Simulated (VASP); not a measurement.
# Ir (Fm-3m) in VASP: further runs, part 2 of 2

VASP 6.6.1. The steps go on from the part before.

## (5) Single point, LDA (volume scaled by 0.94)

INCAR

```
ALGO = Normal
EDIFF = 1E-7
ENCUT = 520
GGA = CA
ISIF = 2
ISMEAR = -1
LASPH = True
LCHARG = False
LREAL = False
LWAVE = False
NBANDS = 10
NELM = 60
PREC = Accurate
SIGMA = 0.05
```

KPOINTS

```
k-points
0
Gamma
  12 12 12
```

POSCAR

```
Ir
1.0
    0.0000000000      1.8764951499      1.8764951499
    1.8764951499      0.0000000000      1.8764951499
    1.8764951499      1.8764951499      0.0000000000
Ir
1
Direct
    0.0000000000      0.0000000000      0.0000000000
```

Potentials or basis: VASP PAW LDA potentials, release 64 (Ir).

Started as:

```sh
cat potpaw_LDA.64/Ir/POTCAR > POTCAR
mpirun -np 1 vasp_std > vasp.out
```

OUTCAR:

```text
EDIFF = 1E-7
   ENCUT = 520
   GGA = CA
   ISIF = 2
   ISMEAR = -1
   LASPH = True
   LREAL = False
   NELM = 60
   PREC = Accurate

 ion  position               nearest neighbor table
   1  0.000  0.000  0.000-

  LATTYP: Found a face centered cubic cell.
 ALAT       =     3.7529902998

  Lattice vectors:

 A1 = (   0.0000000000,   1.8764951499,   1.8764951499)
 A2 = (   1.8764951499,   0.0000000000,   1.8764951499)
 A3 = (   1.8764951499,   1.8764951499,   0.0000000000)

Analysis of symmetry for initial positions (statically):
[... 5 lines left out ...]
 face centered cubic supercell.

 Subroutine GETGRP returns: Found 48 space group operations
 (whereof 48 operations were pure point group operations)
 out of a pool of 48 trial point group operations.

The static configuration has the point symmetry O_h .

Analysis of symmetry for dynamics (positions and initial velocities):
[... 5 lines left out ...]
 face centered cubic supercell.

 Subroutine GETGRP returns: Found 48 space group operations
 (whereof 48 operations were pure point group operations)
 out of a pool of 48 trial point group operations.

The dynamic configuration has the point symmetry O_h .

 Subroutine INISYM returns: Found 48 space group operations
 (whereof 48 operations are pure point group operations),
 and found     1 'primitive' translations

----------------------------------------------------------------------------------------

                                     Primitive cell

  volume of cell :      13.2152

  direct lattice vectors                    reciprocal lattice vectors
     0.000000000  1.876495150  1.876495150    -0.266454193  0.266454193  0.266454193
     1.876495150  0.000000000  1.876495150     0.266454193 -0.266454193  0.266454193
     1.876495150  1.876495150  0.000000000     0.266454193  0.266454193 -0.266454193

  length of vectors
     2.653764891  2.653764891  2.653764891     0.461512199  0.461512199  0.461512199

  position of ions in fractional coordinates (direct lattice)
     0.000000000  0.000000000  0.000000000

[... 87 lines left out ...]
   NUPDOWN=      -1.0000    fix difference up-down
   EMIN   =  10.00;   EMAX   =-10.00  energy-range for DOS
[... 5 lines left out ...]
     AMIX     =   0.40;   BMIX     =  1.00
     AMIX_MAG =   1.60;   BMIX_MAG =  1.00
  volume/ion in A,a.u.               =      13.22        89.18
  Fermi-wavevector in a.u.,A,eV,Ry     =   1.440340  2.721847 28.226348  2.074578
  Thomas-Fermi vector in A             =   2.559095
   LORBIT       =      0    0 simple, 1 ext, 2 COOP (PROOUT), +10 PAW based schemes
   GGA     = CA    functional components
   LHFCALC =     F    Hartree Fock is set to
   AEXX    =    0.0000 exact exchange contribution
   IVDW    =     0    specifies the selected vdW correction
   LEPSILON=     F    determine dielectric tensor
   LRPA    =     F    only Hartree local field effects (RPA)
 non-spin polarized calculation
  energy-cutoff  :      520.00
  volume of cell :       13.22
 maximum number of plane-waves:       366
   NGX =  9   NGY =  9   NGZ =  9

 number of electron       9.0000000 magnetization

 Free energy of the ion-electron system (eV)
  ---------------------------------------------------
  ext. energy  EPLUGINS =         0.00000000
  ---------------------------------------------------
  free energy    TOTEN  =       -10.29767816 eV

  energy without entropy =      -10.29354557  energy(sigma->0) =      -10.29561186

 E-fermi :  11.6009     XC(G=0): -14.5362

 val. band max:       11.6003823730   @ k =  -0.2500   0.0833   0.0000
 cond. band min:      11.7343769982   @ k =   0.4167   0.4167   0.0000
 fundamental gap:      0.1339946252
 Fermi energy:        11.6009128940

 k-point     1 :       0.0000    0.0000    0.0000
  band No.  band energies     occupation
      1      -0.2983      2.00000
      2       7.2078      2.00000
      3       7.2078      2.00000
      4       7.2078      2.00000
      5      10.2386      2.00000
      6      10.2386      2.00000
      7      25.7368      0.00000
      8      31.6879      0.00000
      9      31.6879      0.00000
     10      31.6879      0.00000
[... 287 lines left out ...]
 k-point    24 :      -0.4167    0.1667    0.0000
  band No.  band energies     occupation
      1       3.7101      2.00000
      2       6.2531      2.00000
      3       8.0102      2.00000
      4       8.2779      2.00000
      5      12.0624      0.00020
      6      15.6476      0.00000
      7      19.4447      0.00000
      8      27.1600      0.00000
      9      29.7445      0.00000
     10      31.8791      0.00000

 [... further k-points ...]
[... 5 lines left out ...]
  --------------------------------------------------------------------------------------
  -------------------------------------------------------------------------------------
  Total        1.9575058      1.9575058      1.9575058     -0.0000000      0.0000000      0.0000000
  in kB      237.3238011    237.3238011    237.3238011     -0.0000000      0.0000000      0.0000000
  external PRESSURE =     237.3238011 kB  Pullay stress =       0.0000000 kB

 VOLUME and BASIS-vectors are now :
 -----------------------------------------------------------------------------
  energy-cutoff  :      520.00
  volume of cell :       13.22
      direct lattice vectors                 reciprocal lattice vectors
     0.000000000  1.876495150  1.876495150    -0.266454193  0.266454193  0.266454193
     1.876495150  0.000000000  1.876495150     0.266454193 -0.266454193  0.266454193
     1.876495150  1.876495150  0.000000000     0.266454193  0.266454193 -0.266454193

 POSITION                                       TOTAL-FORCE (eV/Angst)
 -----------------------------------------------------------------------------------
      0.00000      0.00000      0.00000         0.000000      0.000000      0.000000
 -----------------------------------------------------------------------------------
    total drift:                                0.000000     -0.000000     -0.000000

  FREE ENERGIE OF THE ION-ELECTRON SYSTEM (eV)
  ---------------------------------------------------
  free  energy   TOTEN  =       -10.2976781550 eV

  energy  without entropy=      -10.2935455722  energy(sigma->0) =      -10.29561186
```

It took 6.1 s on 1 thread of Intel Xeon Platinum 8488C (Sapphire Rapids), shared host; peak memory 0.12 GiB.

What came out:

* Free energy: -10.2977 eV
* Pressure: 23.7 GPa

Caveat: spin-orbit coupling is left out, which moves the levels of the heavy elements.

## (6) Overview

| level | potentials or basis | cell | gap on the mesh (eV) | pressure (GPa) |
| --- | --- | --- | --- | --- |
| r2SCAN | VASP PAW PBE potentials, release 64 (Ir) | a = 2.727 Å, angles 60.0°, 1 atom | none | -1.6 |
| r2SCAN | VASP PAW PBE potentials, release 64 (Ir) | a = 2.745 Å, angles 60.0°, 1 atom | none | -8.4 |
| r2SCAN | VASP PAW PBE potentials, release 64 (Ir) | a = 2.762 Å, angles 60.0°, 1 atom | none | -14.5 |
| LDA | VASP PAW LDA potentials, release 64 (Ir) | a = 2.654 Å, angles 60.0°, 1 atom | none | 23.7 |

Alike in all rows: task single point; no spin polarisation; k mesh 12 × 12 × 12; cutoff (eV) 520; smearing fermi-dirac 0.05 eV.

Caveats: spin-orbit coupling is left out, which moves the levels of the heavy elements; the PAW data sets were made with another functional, which shifts forces and pressure a little (some runs).

Absolute energies hang on the potentials; compare differences alone.
